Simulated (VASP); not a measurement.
Input of a VASP 6.6.1 run:

Contents of INCAR:

```
PREC = Accurate ; ENCUT = 520
EDIFF = 1E-6 ; ISMEAR = 0
SIGMA = 0.1 ; LREAL = False
LASPH = True ; NELM = 60
ALGO = Normal ; ISIF = 2
LWAVE = False ; LCHARG = True
GGA = PE ; LELF = True
LVHAR = True ; NBANDS = 21
```

File KPOINTS:

```
Automatic mesh
0
Gamma
  12 12 10
```

Contents of POSCAR:

```
AlB2N3
1.0
    3.6235354849      0.0000000000      0.0000000000
   -1.8117677425      3.1380737814      0.0000000000
    0.0000000000      0.0000000000      4.2028350248
Al B N
1 2 3
Direct
    0.0000000000      0.0000000000      0.0000000000
    0.0000000000      0.0000000000      0.5000000000
    0.6666666667      0.3333333333      0.5000000000
    0.3333333333      0.6666666667      0.0000000000
    0.6666666667      0.3333333333      0.0000000000
    0.3333333333      0.6666666667      0.5000000000
```

Potentials or basis: VASP PAW PBE potentials, release 64 (Al, B, N).

Run with:

```sh
$ cat potpaw_PBE.64/Al/POTCAR potpaw_PBE.64/B/POTCAR potpaw_PBE.64/N/POTCAR > POTCAR
$ mpirun -np 1 vasp_std > vasp.out
```

Q: What does it give for the pressure?

A: -0.1 GPa.

Q: What does it give for the band gap on the k mesh?

A: Zero (bands 12 and 13 overlap by 2.26 eV).
